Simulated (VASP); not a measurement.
Crystal: Pb.

```
Pb
1.0
     3.43297    0.00000    0.00000
    -1.71648    2.97304    0.00000
     0.00000    0.00000    5.51445
Pb
2
Direct
  0.66667 0.33333 0.75000
  0.33333 0.66667 0.25000
```

Base run:

```yaml
Program: VASP 6.6.1
Functional: PBEsol
Potentials_or_basis: VASP PAW PBE potentials, release 64 (Pb_d)
Cutoff: 520 eV
k_mesh: 9 × 9 × 5
Occupations: fermi-dirac, width 0.05 eV
Spin: no spin polarisation
```

Its results: band gap on the k mesh zero (band 14 reaches 13.92 eV, above the bottom of band 15 at 5.79 eV); pressure 3.3 GPa.

Question: The run is repeated on the same cell with these changes: functional from PBEsol to r2SCAN. What comes out?

Answer: Band gap on the k mesh zero (band 14 reaches 14.30 eV, above the bottom of band 15 at 5.89 eV); pressure 5.5 GPa.

Caveats: the PAW data sets were made with another functional, which shifts forces and pressure a little; spin-orbit coupling is left out, which moves the levels of the heavy elements.
